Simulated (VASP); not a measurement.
# Ba2LuRuN6 (Fm-3m) in VASP: relaxation of the atoms with PBE

Aim: the relaxation of the atoms of Ba2LuRuN6 with PBE.

Program: VASP 6.6.1. These are calculated values, not measurements. Logs are shortened: lines on timing, memory, paths and dates and some standing lists are left out, and cuts for length are marked.

## (1) The cell of the first run

It takes space group Fm-3m (No. 225, cubic). The conventional cell has a = 8.363 Å, b = 8.363 Å, c = 8.363 Å, α = 90.00°, β = 90.00°, γ = 90.00°. Within 2.9 Å of Lu (site symmetry m-3m) lie 6 N at 2.20 Å. N (site symmetry 4mm) has 1 Ru at 1.98 Å and 1 Lu at 2.20 Å within 2.6 Å. Within 2.6 Å of Ru (site symmetry m-3m) lie 6 N at 1.98 Å. Within 3.9 Å of Ba (site symmetry -43m) lie 12 N at 2.96 Å and 4 Lu at 3.62 Å and 4 Ru at 3.62 Å.

## (2) Relaxation of the atoms, PBE

The input, INCAR:

```
ALGO = Normal
EDIFF = 1E-7
EDIFFG = -0.01
ENCUT = 520
GGA = PE
GGA_COMPAT = F
IBRION = 2
ISIF = 2
ISMEAR = -1
KPAR = 4
LASPH = T
LCHARG = F
LREAL = F
LWAVE = F
NELM = 120
NELMIN = 4
NSW = 60
PREC = Accurate
SIGMA = 0.1
```

The input, KPOINTS:

```
k-points
0
Gamma
  7 7 7
```

The input, POSCAR:

```
Ba2LuRuN6
1.0
    0.0000000000      4.1814690000      4.1814690000
    4.1814690000      0.0000000000      4.1814690000
    4.1814690000      4.1814690000      0.0000000000
Lu N Ru Ba
1 6 1 2
Direct
    0.0000000000      0.0000000000      0.0000000000
    0.7369000000      0.2631000000      0.2631000000
    0.2631000000      0.7369000000      0.2631000000
    0.2631000000      0.7369000000      0.7369000000
    0.7369000000      0.2631000000      0.7369000000
    0.2631000000      0.2631000000      0.7369000000
    0.7369000000      0.7369000000      0.2631000000
    0.5000000000      0.5000000000      0.5000000000
    0.2500000000      0.2500000000      0.2500000000
    0.7500000000      0.7500000000      0.7500000000
```

Potentials or basis: VASP PAW PBE potentials, release 64 (Lu, N, Ru_pv, Ba_sv).

Launch:

```console
> cat potpaw_PBE.64/Lu/POTCAR potpaw_PBE.64/N/POTCAR potpaw_PBE.64/Ru_pv/POTCAR potpaw_PBE.64/Ba_sv/POTCAR > POTCAR
> mpirun -np 4 vasp_std > vasp.out
```

OUTCAR:

```text
EDIFF = 1E-7
   EDIFFG = -0.01
   ENCUT = 520
   GGA = PE
   IBRION = 2
   ISIF = 2
   ISMEAR = -1
   LASPH = T
   LREAL = F
   NELM = 120
   NELMIN = 4
   NSW = 60
   PREC = Accurate

 ion  position               nearest neighbor table
   1  0.000  0.000  0.000-   2 2.20   3 2.20   4 2.20   5 2.20   6 2.20   7 2.20  10 3.62  10 3.62
                            10 3.62   9 3.62  10 3.62   9 3.62   9 3.62   9 3.62
   2  0.737  0.263  0.263-   8 1.98   1 2.20   9 2.96   9 2.96  10 2.96  10 2.96
   3  0.263  0.737  0.263-   8 1.98   1 2.20   9 2.96   9 2.96  10 2.96  10 2.96
   4  0.263  0.737  0.737-   8 1.98   1 2.20   9 2.96   9 2.96  10 2.96  10 2.96
   5  0.737  0.263  0.737-   8 1.98   1 2.20   9 2.96   9 2.96  10 2.96  10 2.96
   6  0.263  0.263  0.737-   8 1.98   1 2.20   9 2.96   9 2.96  10 2.96  10 2.96
   7  0.737  0.737  0.263-   8 1.98   1 2.20   9 2.96   9 2.96  10 2.96  10 2.96
   8  0.500  0.500  0.500-   2 1.98   3 1.98   4 1.98   5 1.98   6 1.98   7 1.98   9 3.62   9 3.62
                             9 3.62   9 3.62  10 3.62  10 3.62  10 3.62  10 3.62
   9  0.250  0.250  0.250-   2 2.96   3 2.96   6 2.96   4 2.96   5 2.96   6 2.96   3 2.96   4 2.96
                             7 2.96   2 2.96   5 2.96   7 2.96   1 3.62   8 3.62   1 3.62   8 3.62
  10  0.750  0.750  0.750-   3 2.96   4 2.96   6 2.96   2 2.96   5 2.96   6 2.96   2 2.96   3 2.96
                             7 2.96   4 2.96   5 2.96   7 2.96   1 3.62   8 3.62   8 3.62   8 3.62

  LATTYP: Found a face centered cubic cell.
 ALAT       =     8.3629380000

  Lattice vectors:

 A1 = (   0.0000000000,   4.1814690000,   4.1814690000)
 A2 = (   4.1814690000,   0.0000000000,   4.1814690000)
 A3 = (   4.1814690000,   4.1814690000,   0.0000000000)

Analysis of symmetry for initial positions (statically):
=====================================================================
 Subroutine PRICEL returns:
 Original cell was already a primitive cell.

 Routine SETGRP: Setting up the symmetry group for a
 face centered cubic supercell.

 Subroutine GETGRP returns: Found 48 space group operations
 (whereof 48 operations were pure point group operations)
 out of a pool of 48 trial point group operations.

The static configuration has the point symmetry O_h .

Analysis of symmetry for dynamics (positions and initial velocities):
=====================================================================
 Subroutine PRICEL returns:
 Original cell was already a primitive cell.

 Routine SETGRP: Setting up the symmetry group for a
 face centered cubic supercell.

 Subroutine GETGRP returns: Found 48 space group operations
 (whereof 48 operations were pure point group operations)
 out of a pool of 48 trial point group operations.

The dynamic configuration has the point symmetry O_h .

 Subroutine INISYM returns: Found 48 space group operations
 (whereof 48 operations are pure point group operations),
 and found     1 'primitive' translations

----------------------------------------------------------------------------------------

                                     Primitive cell

  volume of cell :     146.2233

  direct lattice vectors                    reciprocal lattice vectors
     0.000000000  4.181469000  4.181469000    -0.119575202  0.119575202  0.119575202
     4.181469000  0.000000000  4.181469000     0.119575202 -0.119575202  0.119575202
     4.181469000  4.181469000  0.000000000     0.119575202  0.119575202 -0.119575202

  length of vectors
     5.913490170  5.913490170  5.913490170     0.207110325  0.207110325  0.207110325

  position of ions in fractional coordinates (direct lattice)
     0.000000000  0.000000000  0.000000000
     0.736900000  0.263100000  0.263100000
     0.263100000  0.736900000  0.263100000
     0.263100000  0.736900000  0.736900000
     0.736900000  0.263100000  0.736900000
     0.263100000  0.263100000  0.736900000
     0.736900000  0.736900000  0.263100000
     0.500000000  0.500000000  0.500000000
     0.250000000  0.250000000  0.250000000
     0.750000000  0.750000000  0.750000000

  ion indices of the primitive-cell ions
   primitive index   ion index
                 1           1
                 2           2
                 3           3
                 4           4
                 5           5
                 6           6
                 7           7
                 8           8
                 9           9
                10          10

----------------------------------------------------------------------------------------

 KPOINTS: k-points

Automatic generation of k-mesh.
 Grid dimensions read from file:
 generate k-points for:    7    7    7

 Generating k-lattice:

  Cartesian coordinates                     Fractional coordinates (reciprocal lattice)
    -0.017082172  0.017082172  0.017082172     0.142857143  0.000000000  0.000000000
     0.017082172 -0.017082172  0.017082172     0.000000000  0.142857143  0.000000000
     0.017082172  0.017082172 -0.017082172     0.000000000  0.000000000  0.142857143

  Length of vectors
     0.029587189  0.029587189  0.029587189

  Shift w.r.t. Gamma in fractional coordinates (k-lattice)
     0.000000000  0.000000000  0.000000000

 Subroutine IBZKPT returns following result:
 ===========================================

 Found     20 irreducible k-points:

 Following reciprocal coordinates:
            Coordinates               Weight
  0.000000  0.000000  0.000000      1.000000
  0.142857  0.000000  0.000000      8.000000
  0.285714  0.000000  0.000000      8.000000
  0.428571  0.000000  0.000000      8.000000
  0.142857  0.142857  0.000000      6.000000
  0.285714  0.142857  0.000000     24.000000
[... 12 lines left out ...]
 -0.428571  0.428571  0.142857     24.000000
 -0.285714  0.428571  0.142857     24.000000
   k-points           NKPTS =     20   k-points in BZ     NKDIM =     20   number of bands    NBANDS=     53
   number of dos      NEDOS =    301   number of ions     NIONS =     10
   total plane-waves  NPLWV = 110592
   dimension x,y,z NGX =    48 NGY =   48 NGZ =   48
   dimension x,y,z NGXF=    96 NGYF=   96 NGZF=   96
   ions per type =               1   6   1   2
   NGX,Y,Z   is equivalent  to a cutoff of  13.49, 13.49, 13.49 a.u.
   NGXF,Y,Z  is equivalent  to a cutoff of  26.99, 26.99, 26.99 a.u.
 SYSTEM =  unknown system
   PREC   = accura    normal or accurate (medium, high low for compatibility)
   ISTART =      0    job   : 0-new  1-cont  2-samecut
   ICHARG =      2    charge: 1-file 2-atom 10-const
   ISPIN  =      1    spin polarized calculation?
   LNONCOLLINEAR =      F non collinear calculations
   LSORBIT =      F    spin-orbit coupling
   LASPH  =      T    aspherical Exc in radial PAW
   ENCUT  =  520.0 eV  38.22 Ry    6.18 a.u.  11.00 11.00 11.00*2*pi/ulx,y,z
   NELM   =    120;   NELMIN=  4; NELMDL= -5     # of ELM steps
   EDIFF  = 0.1E-06   stopping-criterion for ELM
   LREAL  =      F    real-space projection
   EDIFFG = -.1E-01   stopping-criterion for IOM
   NSW    =     60    number of steps for IOM
   IBRION =      2    ionic relax: 0-MD 1-quasi-New 2-CG
   NFREE  =      1    steps in history (QN), initial steepest desc. (CG)
   ISIF   =      2    stress and relaxation
   ISYM   =      2    0-nonsym 1-usesym 2-fastsym
   POTIM  = 0.5000    time-step for ionic-motion
   TEBEG  =    0.0;   TEEND  =   0.0 temperature during run
   PSTRESS=    0.0 pullay stress
   NELECT =      89.0000    total number of electrons
   NUPDOWN=      -1.0000    fix difference up-down
   EMIN   =  10.00;   EMAX   =-10.00  energy-range for DOS
   EFERMI =   0.00;   METHOD = LEGACY
   ISMEAR =    -1;   SIGMA  =   0.10  broadening in eV -4-tet -1-fermi 0-gaus
   EFERMI_NEDOS =   21; number of points for ismear=-14 and -15
   IALGO  =     38    algorithm
   IMIX   =      4    mixing-type and parameters
     AMIX     =   0.40;   BMIX     =  1.00
     AMIX_MAG =   1.60;   BMIX_MAG =  1.00
  volume/ion in A,a.u.               =      14.62        98.68
  Fermi-wavevector in a.u.,A,eV,Ry     =   1.387392  2.621791 26.189276  1.924857
  Thomas-Fermi vector in A             =   2.511618
   LORBIT       =      0    0 simple, 1 ext, 2 COOP (PROOUT), +10 PAW based schemes
   GGA     = PE    functional components
   LHFCALC =     F    Hartree Fock is set to
   AEXX    =    0.0000 exact exchange contribution
   IVDW    =     0    specifies the selected vdW correction
   LEPSILON=     F    determine dielectric tensor
   LRPA    =     F    only Hartree local field effects (RPA)
 conjugate gradient relaxation of ions
 non-spin polarized calculation
  energy-cutoff  :      520.00
  volume of cell :      146.22
 maximum number of plane-waves:      3956
 NGX is ok and might be reduce to    48
   NGX = 21   NGY = 21   NGZ = 21

--------------------------------------- Ionic step        1  -------------------------------------------

 number of electron      89.0000001 magnetization

 Free energy of the ion-electron system (eV)
  ---------------------------------------------------
  ext. energy  EPLUGINS =         0.00000000
  ---------------------------------------------------
  free energy    TOTEN  =       -66.71935458 eV

  energy without entropy =      -66.44751465  energy(sigma->0) =      -66.58343462

------------------------ aborting loop because EDIFF is reached ----------------------------------------

  FORCE on cell =-STRESS in cart. coord.  units (eV):
  Direction    XX          YY          ZZ          XY          YZ          ZX
  --------------------------------------------------------------------------------------
  -------------------------------------------------------------------------------------
  Total        3.5116662      3.5116662      3.5116662     -0.0000000     -0.0000000      0.0000000
  in kB       38.4775283     38.4775283     38.4775283     -0.0000000     -0.0000000      0.0000000
  external PRESSURE =      38.4775283 kB  Pullay stress =       0.0000000 kB
[... 73 lines left out ...]
  energy  without entropy=      -66.5178147735  energy(sigma->0) =      -66.65093421

--------------------------------------- Ionic step        3  -------------------------------------------

 number of electron      89.0000000 magnetization

 Free energy of the ion-electron system (eV)
  ---------------------------------------------------
  ext. energy  EPLUGINS =         0.00000000
  ---------------------------------------------------
  free energy    TOTEN  =       -66.79226497 eV

  energy without entropy =      -66.52441190  energy(sigma->0) =      -66.65833844

 E-fermi :   3.7373     XC(G=0): -11.1342

 val. band max:        3.7118787989   @ k =  -0.2857   0.1429   0.0000
 cond. band min:       3.7461581784   @ k =   0.1429   0.1429   0.0000
 fundamental gap:      0.0342793795
 Fermi energy:         3.7373266181

 k-point     1 :       0.0000    0.0000    0.0000
  band No.  band energies     occupation
      1     -50.0856      2.00000
      2     -40.8442      2.00000
      3     -40.8442      2.00000
      4     -40.8442      2.00000
      5     -22.1704      2.00000
      6     -22.0360      2.00000
[... 1146 lines left out ...]
  FREE ENERGIE OF THE ION-ELECTRON SYSTEM (eV)
  ---------------------------------------------------
  free  energy   TOTEN  =       -66.7922649734 eV

  energy  without entropy=      -66.5244119000  energy(sigma->0) =      -66.65833844

 reached required accuracy - stopping structural energy minimisation
```

It took 4.5 min on 4 MPI ranks of Intel Xeon Platinum 8259CL at 2.50GHz (Skylake/Cascade Lake), shared host; peak memory 0.46 GiB.

Results:

| Item | Value |
| --- | --- |
| Free energy | -66.7923 eV |
| Energy gained by relaxing | 7.3 meV/atom |
| Ionic steps | 3 |
| Pressure after relaxing | 4.8 GPa |
| Band gap on the k mesh | zero (an odd number of electrons rules out a gap without spin polarisation) |

The path:
| step | energy change (eV) | largest force (eV/Å) | pressure (GPa) |
| --- | --- | --- | --- |
| 1 | 0.0000 | 0.8130 | 3.85 |
| 2 | -0.0647 | 0.2822 | 5.24 |
| 3 | -0.0729 | 0.0001 | 4.80 |

Final structure:
```xyz
10
Lattice="0.0000 4.1815 4.1815 4.1815 0.0000 4.1815 4.1815 4.1815 0.0000" Properties=species:S:1:pos:R:3 pbc="T T T"
Lu    0.0000    0.0000    0.0000
N     2.2298    4.1815    4.1815
N     4.1815    2.2298    4.1815
N     6.1332    4.1815    4.1815
N     4.1815    6.1332    4.1815
N     4.1815    4.1815    2.2298
N     4.1815    4.1815    6.1332
Ru    4.1815    4.1815    4.1815
Ba    2.0907    2.0907    2.0907
Ba    6.2722    6.2722    6.2722
```

Levels at points of the mesh, in eV from the Fermi level:
```
           k point  band 41  band 42  band 43  band 44  band 45  band 46  band 47  band 48  band 49  band 50
(0.00, 0.00, 0.00)     0.18     0.18     0.18     0.46     0.46     0.46     0.63     0.63     0.63     3.96
```

Caveat: spin-orbit coupling is left out, which moves the levels of the heavy elements.
